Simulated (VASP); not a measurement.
**Ag: single point with r2SCAN**

The system is Ag.

```
CELL_PARAMETERS angstrom
0.00000 2.30350 1.62857
2.30350 0.00000 1.62857
2.30350 2.30350 0.00000
ATOMIC_POSITIONS crystal
Ag 0.00000 0.00000 0.00000
```

This cell differs from its parent crystal: ratio of the length along z to the lengths across it x 0.707, volume and fractional coordinates fixed.

- Program: VASP 6.6.1
- Task: single point
- Functional: r2SCAN
- Potentials or basis: VASP PAW PBE potentials, release 64 (Ag)
- Cutoff: 520 eV
- k mesh: 28 × 28 × 28
- Occupations: gaussian, width 0.15 eV
- Spin: no spin polarisation

```yaml
Pressure: 1.0 GPa
```

Levels at points of the mesh, in eV from the Fermi level:
| k point | band 3 | band 4 | band 5 | band 6 | band 7 | band 8 | band 9 | band 10 |
| --- | --- | --- | --- | --- | --- | --- | --- | --- |
| (0.00, 0.00, 0.00) | -5.24 | -5.24 | -3.91 | -3.91 | 18.64 | 18.64 | 18.64 | 24.92 |
| (0.50, 0.00, 0.00) | -3.96 | -3.79 | -2.89 | 0.01 | 4.19 | 13.83 | 14.97 | 20.47 |
| (0.50, 0.50, 0.00) | -3.14 | -3.14 | -3.14 | 7.18 | 7.18 | 7.18 | 13.12 | 13.80 |
| (0.50, 0.00, 0.50) | -3.97 | -3.79 | -2.89 | 0.01 | 4.18 | 13.83 | 14.97 | 20.47 |

Wall time 20 min on 1 thread of Oxide Virtual Turin-like Processor (shared host), peak memory 0.39 GiB.

Caveat: the PAW data sets were made with another functional, which shifts forces and pressure a little.
